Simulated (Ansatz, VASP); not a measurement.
Two plane-wave programs on Be

```
Be
1.0
     2.25189    0.00000    0.00000
     0.00000    2.25189    0.00000
     0.00000    0.00000    2.04121
Be
1
Cartesian
  1.1259 1.1259 0.0000
```

Alike in both runs: functional PBE; k mesh 6 × 6 × 8; occupations gaussian, width 0.1 eV; no spin polarisation.

Ansatz relaxed the structure, and its values are those at the end. VASP's run is a single point on that final structure, the one shown.

```csv
,VASP,Ansatz
version,VASP 6.6.1,Ansatz 0.2.0
potentials or method,"VASP PAW PBE potentials, release 64 (Be), cutoff 520 eV","scalar-relativistic, plane waves, PAW"
valence electrons in the cell,2,2
```

|  | VASP | Ansatz | Ansatz less VASP |
| --- | --- | --- | --- |
| gap on the k mesh at the Fermi level (eV) | none | none | - |
| pressure (GPa) | 0.0 | 0.0 | -0.07 |

A gap of «none» marks a metal or a gap that the smearing closes.

The k mesh is coarse, so the values compare programs but aren't converged.
